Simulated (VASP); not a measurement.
# Cd (Fm-3m) in VASP: further runs, part 2 of 2

VASP 6.6.1. The steps go on from the part before.

### Step 5. Single point, PBE

This run uses another cell than the first one, of 22.81 Å³/atom, 1.631 times its volume.

File INCAR:

```
PREC = Accurate
ENCUT = 520
EDIFF = 1E-6
ISMEAR = -1
SIGMA = 0.05
LREAL = F
LASPH = T
NELM = 60
ALGO = Normal
ISIF = 2
LWAVE = F
LCHARG = F
GGA = PE
NBANDS = 12
```

File KPOINTS:

```
Automatic mesh
0
Gamma
  15 15 15
```

File POSCAR:

```
Cd
1.0
    0.0000000000      2.2508864283      2.2508864283
    2.2508864283      0.0000000000      2.2508864283
    2.2508864283      2.2508864283      0.0000000000
Cd
1
Direct
    0.0000000000      0.0000000000      0.0000000000
```

Potentials or basis: VASP PAW PBE potentials, release 64 (Cd).

Command:

```bash
cat potpaw_PBE.64/Cd/POTCAR > POTCAR
mpirun -np 1 vasp_std > vasp.out
```

OUTCAR:

```text
PREC = Accurate
   ENCUT = 520
   EDIFF = 1E-6
   ISMEAR = -1
   LREAL = F
   LASPH = T
   NELM = 60
   ISIF = 2
   GGA = PE

 ion  position               nearest neighbor table
   1  0.000  0.000  0.000-

  LATTYP: Found a face centered cubic cell.
 ALAT       =     4.5017728566

  Lattice vectors:

 A1 = (   0.0000000000,   2.2508864283,   2.2508864283)
 A2 = (   2.2508864283,   0.0000000000,   2.2508864283)
 A3 = (   2.2508864283,   2.2508864283,   0.0000000000)

Analysis of symmetry for initial positions (statically):
=====================================================================
 Subroutine PRICEL returns:
 Original cell was already a primitive cell.

 Routine SETGRP: Setting up the symmetry group for a
 face centered cubic supercell.

 Subroutine GETGRP returns: Found 48 space group operations
 (whereof 48 operations were pure point group operations)
 out of a pool of 48 trial point group operations.

The static configuration has the point symmetry O_h .

Analysis of symmetry for dynamics (positions and initial velocities):
=====================================================================
 Subroutine PRICEL returns:
 Original cell was already a primitive cell.

 Routine SETGRP: Setting up the symmetry group for a
 face centered cubic supercell.

 Subroutine GETGRP returns: Found 48 space group operations
 (whereof 48 operations were pure point group operations)
 out of a pool of 48 trial point group operations.

The dynamic configuration has the point symmetry O_h .

 Subroutine INISYM returns: Found 48 space group operations
 (whereof 48 operations are pure point group operations),
 and found     1 'primitive' translations

----------------------------------------------------------------------------------------

                                     Primitive cell

  volume of cell :      22.8082

  direct lattice vectors                    reciprocal lattice vectors
[... 110 lines left out ...]
   GGA     = PE    functional components
   LHFCALC =     F    Hartree Fock is set to
   AEXX    =    0.0000 exact exchange contribution
   IVDW    =     0    specifies the selected vdW correction
   LEPSILON=     F    determine dielectric tensor
   LRPA    =     F    only Hartree local field effects (RPA)
 non-spin polarized calculation
  energy-cutoff  :      520.00
  volume of cell :       22.81
 maximum number of plane-waves:       628
   NGX = 11   NGY = 11   NGZ = 11

 number of electron      11.9999992 magnetization

 Free energy of the ion-electron system (eV)
  ---------------------------------------------------
  ext. energy  EPLUGINS =         0.00000000
  ---------------------------------------------------
  free energy    TOTEN  =        -0.74039290 eV

  energy without entropy =       -0.73737926  energy(sigma->0) =       -0.73888608

 E-fermi :   2.4713     XC(G=0): -10.7560

 val. band max:        2.4139588895   @ k =   0.4667   0.0667   0.0000
 cond. band min:       2.5256595767   @ k =  -0.4667   0.2000   0.0000
 fundamental gap:      0.1117006871
 Fermi energy:         2.4713011068

 k-point     1 :       0.0000    0.0000    0.0000
  band No.  band energies     occupation
      1      -6.4986      2.00000
      2      -6.4986      2.00000
      3      -6.4986      2.00000
      4      -6.0872      2.00000
      5      -6.0872      2.00000
      6      -5.9404      2.00000
      7      16.2647      0.00000
      8      17.0425      0.00000
      9      17.0425      0.00000
     10      17.0425      0.00000
     11      20.3470      0.00000
     12      20.3470      0.00000
[... 331 lines left out ...]
 k-point    24 :       0.2000    0.1333    0.0000
  band No.  band energies     occupation
      1      -6.6398      2.00000
      2      -6.3353      2.00000
      3      -6.3210      2.00000
      4      -6.2893      2.00000
      5      -6.0037      2.00000
      6      -4.8697      2.00000
      7      12.3501      0.00000
      8      13.7724      0.00000
      9      15.0170      0.00000
     10      16.3589      0.00000
     11      16.9663      0.00000
     12      22.4502      0.00000

 [... further k-points ...]

------------------------ aborting loop because EDIFF is reached ----------------------------------------

  FORCE on cell =-STRESS in cart. coord.  units (eV):
  Direction    XX          YY          ZZ          XY          YZ          ZX
  --------------------------------------------------------------------------------------
  -------------------------------------------------------------------------------------
  Total        0.0347817      0.0347817      0.0347817      0.0000000      0.0000000     -0.0000000
  in kB        2.4432653      2.4432653      2.4432653      0.0000000      0.0000000     -0.0000000
  external PRESSURE =       2.4432653 kB  Pullay stress =       0.0000000 kB

 VOLUME and BASIS-vectors are now :
 -----------------------------------------------------------------------------
  energy-cutoff  :      520.00
  volume of cell :       22.81
      direct lattice vectors                 reciprocal lattice vectors
     0.000000000  2.250886428  2.250886428    -0.222134708  0.222134708  0.222134708
     2.250886428  0.000000000  2.250886428     0.222134708 -0.222134708  0.222134708
     2.250886428  2.250886428  0.000000000     0.222134708  0.222134708 -0.222134708

 POSITION                                       TOTAL-FORCE (eV/Angst)
 -----------------------------------------------------------------------------------
      0.00000      0.00000      0.00000         0.000000     -0.000000     -0.000000
 -----------------------------------------------------------------------------------
    total drift:                                0.000000      0.000000     -0.000000

  FREE ENERGIE OF THE ION-ELECTRON SYSTEM (eV)
  ---------------------------------------------------
  free  energy   TOTEN  =        -0.7403928954 eV

  energy  without entropy=       -0.7373792550  energy(sigma->0) =       -0.73888608
```

OSZICAR:

```text
N       E                     dE             d eps       ncg     rms          rms(c)
DAV:   1     0.701635402184E+02    0.70164E+02   -0.69009E+03  3096   0.983E+02
DAV:   2     0.507881282149E+00   -0.69656E+02   -0.65574E+02  3124   0.234E+02
DAV:   3    -0.778913752099E+00   -0.12868E+01   -0.12861E+01  3384   0.359E+01
DAV:   4    -0.780503148766E+00   -0.15894E-02   -0.15894E-02  3272   0.125E+00
DAV:   5    -0.780506978051E+00   -0.38293E-05   -0.38295E-05  3440   0.617E-02    0.274E+00
DAV:   6    -0.741438245767E+00    0.39069E-01   -0.10903E-01  3448   0.412E+00    0.225E+00
DAV:   7    -0.740036725228E+00    0.14015E-02   -0.10125E-02  3392   0.103E+00    0.114E+00
DAV:   8    -0.740354565294E+00   -0.31784E-03   -0.14173E-03  3056   0.500E-01    0.584E-02
DAV:   9    -0.740388234040E+00   -0.33669E-04   -0.14942E-05  3456   0.363E-02    0.106E-02
DAV:  10    -0.740392998129E+00   -0.47641E-05   -0.37428E-06  3068   0.213E-02    0.119E-03
DAV:  11    -0.740392895364E+00    0.10277E-06   -0.13813E-08  1676   0.117E-03
   1 F= -.74039290E+00 E0= -.73888608E+00  d E =-.301364E-02
```

stdout:

```text
POSCAR found type information on POSCAR Cd
 POSCAR found :  1 types and       1 ions
 scaLAPACK will be used
 LDA part: xc-table for (Slater+PW92), standard interpolation
 POSCAR, INCAR and KPOINTS ok, starting setup
 FFT: planning ... GRIDC
 FFT: planning ... GRID_SOFT
 FFT: planning ... GRID
 WAVECAR not read
 entering main loop
```

Wall time 12 s (1 thread of Intel Xeon Platinum 8488C (Sapphire Rapids), shared host); peak memory 0.15 GiB.

What came out:

* Free energy: -0.7404 eV
* Pressure: 0.2 GPa
* Band gap on the k mesh: zero (band 6 reaches 3.87 eV, above the bottom of band 7 at 1.31 eV)

### Step 6. Relaxation of cell and atoms, PBE, target pressure 84 GPa, at which the enthalpy is minimised

File INCAR:

```
PREC = Accurate
ENCUT = 600
EDIFF = 1E-6
ISMEAR = -1
SIGMA = 0.05
LREAL = False
LASPH = True
NELM = 60
ALGO = Normal
ISIF = 3
LWAVE = False
LCHARG = False
GGA = PE
IBRION = 2
NSW = 60
EDIFFG = -0.005
PSTRESS = 840.0
```

File KPOINTS:

```
regular mesh
0
Gamma
  17 17 17
```

File POSCAR:

```
Cd
1.0
    0.0000000000      1.9120844698      1.9120844698
    1.9120844698      0.0000000000      1.9120844698
    1.9120844698      1.9120844698      0.0000000000
Cd
1
Direct
    0.0000000000      0.0000000000      0.0000000000
```

Potentials or basis: VASP PAW PBE potentials, release 64 (Cd).

Command:

```bash
cat potpaw_PBE.64/Cd/POTCAR > POTCAR
mpirun -np 1 vasp_std > vasp.out
```

OUTCAR:

```text
PREC = Accurate
   ENCUT = 600
   EDIFF = 1E-6
   ISMEAR = -1
   LREAL = False
   LASPH = True
   NELM = 60
   ISIF = 3
   GGA = PE
   IBRION = 2
   NSW = 60
   EDIFFG = -0.005
   PSTRESS = 840.0

 ion  position               nearest neighbor table
   1  0.000  0.000  0.000-

  LATTYP: Found a face centered cubic cell.
 ALAT       =     3.8241689396

  Lattice vectors:

 A1 = (   0.0000000000,   1.9120844698,   1.9120844698)
 A2 = (   1.9120844698,   0.0000000000,   1.9120844698)
 A3 = (   1.9120844698,   1.9120844698,   0.0000000000)

Analysis of symmetry for initial positions (statically):
=====================================================================
 Subroutine PRICEL returns:
 Original cell was already a primitive cell.

 Routine SETGRP: Setting up the symmetry group for a
 face centered cubic supercell.

 Subroutine GETGRP returns: Found 48 space group operations
 (whereof 48 operations were pure point group operations)
 out of a pool of 48 trial point group operations.

The static configuration has the point symmetry O_h .

Analysis of symmetry for dynamics (positions and initial velocities):
=====================================================================
 Subroutine PRICEL returns:
 Original cell was already a primitive cell.

 Routine SETGRP: Setting up the symmetry group for a
 face centered cubic supercell.

 Subroutine GETGRP returns: Found 48 space group operations
 (whereof 48 operations were pure point group operations)
 out of a pool of 48 trial point group operations.

The dynamic configuration has the point symmetry O_h .

 Subroutine INISYM returns: Found 48 space group operations
 (whereof 48 operations are pure point group operations),
 and found     1 'primitive' translations

----------------------------------------------------------------------------------------

                                     Primitive cell

  volume of cell :      13.9814

  direct lattice vectors                    reciprocal lattice vectors
     0.000000000  1.912084470  1.912084470    -0.261494724  0.261494724  0.261494724
     1.912084470  0.000000000  1.912084470     0.261494724 -0.261494724  0.261494724
     1.912084470  1.912084470  0.000000000     0.261494724  0.261494724 -0.261494724

  length of vectors
     2.704095790  2.704095790  2.704095790     0.452922147  0.452922147  0.452922147

  position of ions in fractional coordinates (direct lattice)
     0.000000000  0.000000000  0.000000000

  ion indices of the primitive-cell ions
   primitive index   ion index
                 1           1

----------------------------------------------------------------------------------------

 KPOINTS: regular mesh

Automatic generation of k-mesh.
 Grid dimensions read from file:
 generate k-points for:   17   17   17

 Generating k-lattice:

  Cartesian coordinates                     Fractional coordinates (reciprocal lattice)
[... 42 lines left out ...]
   k-points           NKPTS =    165   k-points in BZ     NKDIM =    165   number of bands    NBANDS=     10
   number of dos      NEDOS =    301   number of ions     NIONS =      1
   total plane-waves  NPLWV =  13824
   dimension x,y,z NGX =    24 NGY =   24 NGZ =   24
   dimension x,y,z NGXF=    48 NGYF=   48 NGZF=   48
   ions per type =               1
   NGX,Y,Z   is equivalent  to a cutoff of  14.76, 14.76, 14.76 a.u.
   NGXF,Y,Z  is equivalent  to a cutoff of  29.51, 29.51, 29.51 a.u.
 SYSTEM =  unknown system
   PREC   = accura    normal or accurate (medium, high low for compatibility)
   ISTART =      0    job   : 0-new  1-cont  2-samecut
   ICHARG =      2    charge: 1-file 2-atom 10-const
   ISPIN  =      1    spin polarized calculation?
   LNONCOLLINEAR =      F non collinear calculations
   LSORBIT =      F    spin-orbit coupling
   LASPH  =      T    aspherical Exc in radial PAW
   ENCUT  =  600.0 eV  44.10 Ry    6.64 a.u.   5.40  5.40  5.40*2*pi/ulx,y,z
   NELM   =     60;   NELMIN=  2; NELMDL= -5     # of ELM steps
   EDIFF  = 0.1E-05   stopping-criterion for ELM
   LREAL  =      F    real-space projection
   EDIFFG = -.5E-02   stopping-criterion for IOM
   NSW    =     60    number of steps for IOM
   IBRION =      2    ionic relax: 0-MD 1-quasi-New 2-CG
   NFREE  =      1    steps in history (QN), initial steepest desc. (CG)
   ISIF   =      3    stress and relaxation
   ISYM   =      2    0-nonsym 1-usesym 2-fastsym
   POTIM  = 0.5000    time-step for ionic-motion
   TEBEG  =    0.0;   TEEND  =   0.0 temperature during run
   PSTRESS=  840.0 pullay stress
   NELECT =      12.0000    total number of electrons
   NUPDOWN=      -1.0000    fix difference up-down
   EMIN   =  10.00;   EMAX   =-10.00  energy-range for DOS
   EFERMI =   0.00;   METHOD = LEGACY
   ISMEAR =    -1;   SIGMA  =   0.05  broadening in eV -4-tet -1-fermi 0-gaus
   EFERMI_NEDOS =   21; number of points for ismear=-14 and -15
   IALGO  =     38    algorithm
   IMIX   =      4    mixing-type and parameters
     AMIX     =   0.40;   BMIX     =  1.00
     AMIX_MAG =   1.60;   BMIX_MAG =  1.00
  volume/ion in A,a.u.               =      13.98        94.35
  Fermi-wavevector in a.u.,A,eV,Ry     =   1.555792  2.940020 32.932745  2.420488
  Thomas-Fermi vector in A             =   2.659682
   LORBIT       =      0    0 simple, 1 ext, 2 COOP (PROOUT), +10 PAW based schemes
   GGA     = PE    functional components
   LHFCALC =     F    Hartree Fock is set to
   AEXX    =    0.0000 exact exchange contribution
   IVDW    =     0    specifies the selected vdW correction
   LEPSILON=     F    determine dielectric tensor
   LRPA    =     F    only Hartree local field effects (RPA)
 conjugate gradient relaxation of ions
 non-spin polarized calculation
  energy-cutoff  :      600.00
  volume of cell :       13.98
 maximum number of plane-waves:       489
 NGX is ok and might be reduce to    24
   NGX = 11   NGY = 11   NGZ = 11

--------------------------------------- Ionic step        1  -------------------------------------------

 number of electron      12.0000002 magnetization

 Free energy of the ion-electron system (eV)
  ---------------------------------------------------
  ext. energy  EPLUGINS =         0.00000000
  ---------------------------------------------------
  free energy    TOTEN  =         0.67081554 eV

  energy without entropy =        0.67324100  energy(sigma->0) =        0.67202827

------------------------ aborting loop because EDIFF is reached ----------------------------------------

  FORCE on cell =-STRESS in cart. coord.  units (eV):
  Direction    XX          YY          ZZ          XY          YZ          ZX
  --------------------------------------------------------------------------------------
  -------------------------------------------------------------------------------------
  Total        7.5253942      7.5253942      7.5253942      0.0000000     -0.0000000      0.0000000
  in kB      862.3600328    862.3600328    862.3600328      0.0000000     -0.0000000      0.0000000
  external PRESSURE =      22.3600328 kB  Pullay stress =     840.0000000 kB
[... 61 lines left out ...]
--------------------------------------- Ionic step        3  -------------------------------------------

 number of electron      12.0000002 magnetization

 Free energy of the ion-electron system (eV)
  ---------------------------------------------------
  ext. energy  EPLUGINS =         0.00000000
  ---------------------------------------------------
  free energy    TOTEN  =         0.63016231 eV

  energy without entropy =        0.63260233  energy(sigma->0) =        0.63138232

 E-fermi :   7.4468     XC(G=0): -13.5264

 val. band max:        7.3898834742   @ k =  -0.3529   0.4118   0.1176
 cond. band min:       7.4999021742   @ k =  -0.3529   0.4118   0.0588
 fundamental gap:      0.1100186999
 Fermi energy:         7.4467552696

 k-point     1 :       0.0000    0.0000    0.0000
  band No.  band energies     occupation
      1      -5.8356      2.00000
      2      -4.0110      2.00000
      3      -4.0110      2.00000
      4      -4.0110      2.00000
      5      -2.8877      2.00000
      6      -2.8877      2.00000
      7      22.1391      0.00000
      8      26.1533      0.00000
      9      26.1533      0.00000
     10      26.1533      0.00000
[... 287 lines left out ...]
 k-point    24 :      -0.1176    0.0588    0.0000
  band No.  band energies     occupation
      1      -5.1455      2.00000
      2      -4.1324      2.00000
      3      -3.8331      2.00000
      4      -3.7709      2.00000
      5      -3.0246      2.00000
      6      -2.8087      2.00000
      7      20.6775      0.00000
      8      22.4636      0.00000
      9      25.1013      0.00000
     10      27.1856      0.00000

 [... further k-points ...]

------------------------ aborting loop because EDIFF is reached ----------------------------------------

  FORCE on cell =-STRESS in cart. coord.  units (eV):
  Direction    XX          YY          ZZ          XY          YZ          ZX
  --------------------------------------------------------------------------------------
  -------------------------------------------------------------------------------------
  Total        7.3710572      7.3710572      7.3710572      0.0000000      0.0000000      0.0000000
  in kB      840.0751745    840.0751745    840.0751745      0.0000000      0.0000000      0.0000000
  external PRESSURE =       0.0751745 kB  Pullay stress =     840.0000000 kB
[... 20 lines left out ...]
  energy  without entropy=        0.6326023310  energy(sigma->0) =        0.63138232

  enthalpy is  TOTEN    =         8.0005598854 eV   P V=        7.3703975793

 reached required accuracy - stopping structural energy minimisation
```

CONTCAR:

```text
Cd
   1.00000000000000
     0.0000000000000000    1.9155672587864421    1.9155672587864419
     1.9155672587864421   -0.0000000000000000    1.9155672587864419
     1.9155672587864421    1.9155672587864421    0.0000000000000000
  Cd
     1
Direct
     0.0000000000000000    0.0000000000000000    0.0000000000000000

  0.00000000E+00  0.00000000E+00  0.00000000E+00
```

It took 24 s on 1 thread of Intel Xeon Platinum 8488C (Sapphire Rapids), shared host; peak memory 0.17 GiB.

Results:

```
Free energy                                            : 0.6302 eV
Relaxed volume                                         : 14.06 Å³/atom
Relaxed cell                                           : a = 2.709 Å, b = 2.709 Å, c = 2.709 Å, α = 60.00°, β = 60.00°, γ = 60.00°
Space group after relaxing (to 0.05 Å)                 : Fm-3m (No. 225)
Energy change on relaxing (the enthalpy is what falls) : -40.7 meV/atom
Ionic steps                                            : 3
Pressure after relaxing                                : 84.0 GPa
Band gap on the k mesh                                 : zero (band 6 reaches 8.59 eV, above the bottom of band 7 at 6.89 eV)
```

The path:
| step | energy change (eV) | largest force (eV/Å) | pressure (GPa) | volume (Å³) |
| --- | --- | --- | --- | --- |
| 1 | 0.0000 | 0.0000 | 86.24 | 13.98 |
| 2 | -0.2004 | 0.0000 | 75.16 | 14.38 |
| 3 | -0.0407 | 0.0000 | 84.01 | 14.06 |

Final structure:
```xyz
1
Lattice="0.0000 1.9156 1.9156 1.9156 0.0000 1.9156 1.9156 1.9156 0.0000" Properties=species:S:1:pos:R:3 pbc="T T T"
Cd    0.0000    0.0000    0.0000
```

Caveat: the cell is relaxed towards a set pressure, so the enthalpy falls and the energy may rise.

### Step 7. Overview

| task | cell | k mesh | cutoff (eV) | gap on the mesh (eV) | pressure (GPa) |
| --- | --- | --- | --- | --- | --- |
| single point | a = 2.704 Å, angles 60.0°, 1 atom | 17 × 17 × 17 | 520 | none | 86.4 |
| single point | a = 2.703 Å, angles 60.0°, 1 atom | 17 × 17 × 17 | 520 | none | 86.8 |
| single point | a = 3.183 Å, angles 60.0°, 1 atom | 15 × 15 × 15 | 520 | none | 0.2 |
| relaxation of cell and atoms | relaxed to 84 GPa from a = 2.704 Å, angles 60.0°, 1 atom | 17 × 17 × 17 | 600 | none | 84.0 |

Alike in all rows: level PBE; potentials or basis VASP PAW PBE potentials, release 64 (Cd); no spin polarisation; smearing fermi-dirac 0.05 eV.

Caveats: the cell is relaxed towards a set pressure, so the enthalpy falls and the energy may rise (some runs).

Total energies depend on the potentials used, so only differences within one code and one set of settings carry meaning.
